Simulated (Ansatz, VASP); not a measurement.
# RuW3 in VASP and in Ansatz

```
Ru W
1.0
    -1.96467    1.96467    4.07798
     1.96467   -1.96467    4.07798
     1.96467    1.96467   -4.07798
Ru W
1 3
Direct
  0.00000 0.00000 0.00000
  0.50000 0.50000 0.00000
  0.25000 0.75000 0.50000
  0.75000 0.25000 0.50000
```

Alike in both runs: functional PBE; k mesh 6 × 6 × 6; occupations gaussian, width 0.1 eV; no spin polarisation.

Ansatz relaxed the structure, and its values are those at the end. VASP's run is a single point on that final structure, the one shown.

|  | VASP | Ansatz |
| --- | --- | --- |
| version | VASP 6.6.1 | Ansatz 0.2.0 |
| potentials or method | VASP PAW PBE potentials, release 64 (Ru_pv, W_sv), cutoff 520 eV | scalar-relativistic, plane waves, PAW |
| valence electrons in the cell | 56 | 58 |

```csv
,VASP,Ansatz,Ansatz less VASP
gap on the k mesh at the Fermi level (eV),none,none,-
pressure (GPa),0.4,0.0,-0.48
```

A gap of «none» marks a metal or a gap that the smearing closes. VASP's potentials hold 56 valence electrons a cell and Ansatz's 58, so a difference there can come from the potentials and not from the codes.

The k mesh is coarse, so the values compare programs but aren't converged. Neither program's run includes spin-orbit coupling.
